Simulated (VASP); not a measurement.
Set up this calculation in VASP 6.6.1, as the native input.

```yaml
Task: single point
Functional: PBE
Potentials_or_basis: VASP PAW PBE potentials, release 64 (Cd, Se, S)
Cutoff: 520 eV
k_mesh: 2 × 2 × 2
Occupations: gaussian, width 0.1 eV
Spin: no spin polarisation
Dipole_correction: no
Further_INCAR_settings: ALGO = Normal; EDIFF = 1e-06; NBANDS = 46
```

The structure of Cd4Se3S lies in POSCAR:

```
Cd4Se3S
1.0
    6.1279354000      0.0000000000      0.0000000000
    0.0000000000      6.1279354000      0.0000000000
    0.0000000000      0.0000000000      6.1279354000
Cd Se S
4 3 1
Direct
    0.7560960000      0.7560960000      0.2439040000
    0.7560960000      0.2439040000      0.7560960000
    0.2439040000      0.7560960000      0.7560960000
    0.2439040000      0.2439040000      0.2439040000
    0.0000000000      0.5000000000      0.5000000000
    0.5000000000      0.0000000000      0.5000000000
    0.5000000000      0.5000000000      0.0000000000
    0.0000000000      0.0000000000      0.0000000000
```

These files were run (other wordings do the same):

INCAR

```
SYSTEM = Cd4Se3S
ALGO = Normal
EDIFF = 1E-6
ENCUT = 520
GGA = PE
ISIF = 2
ISMEAR = 0
LASPH = .True.
LCHARG = .False.
LREAL = .False.
LWAVE = .False.
NBANDS = 46
NELM = 80
PREC = Accurate
SIGMA = 0.1
```

KPOINTS

```
k-points
0
Gamma
  2 2 2
  0 0 0
```

Potentials or basis: VASP PAW PBE potentials, release 64 (Cd, Se, S).

Launch:

```console
$ cat potpaw_PBE.64/Cd/POTCAR potpaw_PBE.64/Se/POTCAR potpaw_PBE.64/S/POTCAR > POTCAR
$ mpirun -np 1 vasp_std > vasp.out
```

Results of the run:

```yaml
Pressure: 0.4 GPa
Largest_force: 0.008 eV/Å
Band_gap_on_the_k_mesh: 0.58 eV
```

Caveat: the k points lie up to 0.51 Å⁻¹ apart.

Wall time 85 s on 1 thread of Intel Xeon 8259CL, with other jobs on the host, peak memory 0.33 GiB.
